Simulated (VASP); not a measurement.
A run of VASP 6.6.1:

POSCAR

```
SrVO3
1.0
    3.8309790709      0.0000000000      0.0000000000
    0.0000000000      3.8309790709      0.0000000000
    0.0000000000      0.0000000000      3.8309790709
Sr V O
1 1 3
Direct
    0.5000000000      0.5000000000      0.5000000000
    0.0000000000      0.0000000000      0.0000000000
    0.0000000000      0.0000000000      0.5000000000
    0.0000000000      0.5000000000      0.0000000000
    0.5000000000      0.0000000000      0.0000000000
```

The input INCAR.step1:

```
SYSTEM = SrVO3
PREC = Accurate
ENCUT = 660
ISMEAR = -1
SIGMA = 0.05
LREAL = .False.
LASPH = .True.
NELM = 200
ISPIN = 2
MAGMOM = 0 2 0 0 0
LMAXMIX = 4
NBANDS = 32
GGA = PE
ALGO = Normal
EDIFF = 1E-5
LWAVE = .True.
LCHARG = .False.
GGA_COMPAT = .False.
```

INCAR.step2

```
SYSTEM = SrVO3
PREC = Accurate
ENCUT = 660
EDIFF = 1E-6
ISMEAR = -1
SIGMA = 0.05
LREAL = .False.
LASPH = .True.
NELM = 200
ALGO = Normal
ISIF = 2
LWAVE = .False.
LCHARG = .True.
ISPIN = 2
MAGMOM = 0 2 0 0 0
LORBIT = 11
LMAXMIX = 4
METAGGA = R2SCAN
LMIXTAU = .True.
LUSE_VDW = .True.
IVDW_NL = 2
BPARAM = 11.95
CPARAM = 0.0093
LELF = .True.
LVHAR = .True.
NBANDS = 32
ISTART = 1
GGA_COMPAT = .False.
```

KPOINTS

```
Automatic mesh
0
Gamma
  7 7 7
  0 0 0
```

Potentials or basis: VASP PAW PBE potentials, release 64 (Sr_sv, V_sv, O).

Command:

```sh
$ cat potpaw_PBE.64/Sr_sv/POTCAR potpaw_PBE.64/V_sv/POTCAR potpaw_PBE.64/O/POTCAR > POTCAR
$ cp INCAR.step1 INCAR
$ mpirun -np 1 vasp_std > vasp.out
$ cp INCAR.step2 INCAR
$ mpirun -np 1 vasp_std > vasp.out
```

Hardware: 1 thread of Intel(R) Xeon(R) Platinum 8259CL CPU @ 2.50GHz (Skylake/Cascade Lake), on a shared host.

Problem. Estimate the wall time of this run.

Solution. Wall time 5.2 min on 1 thread of Intel(R) Xeon(R) Platinum 8259CL CPU @ 2.50GHz (Skylake/Cascade Lake) (shared host), peak memory 0.41 GiB. Counts: k points 20.
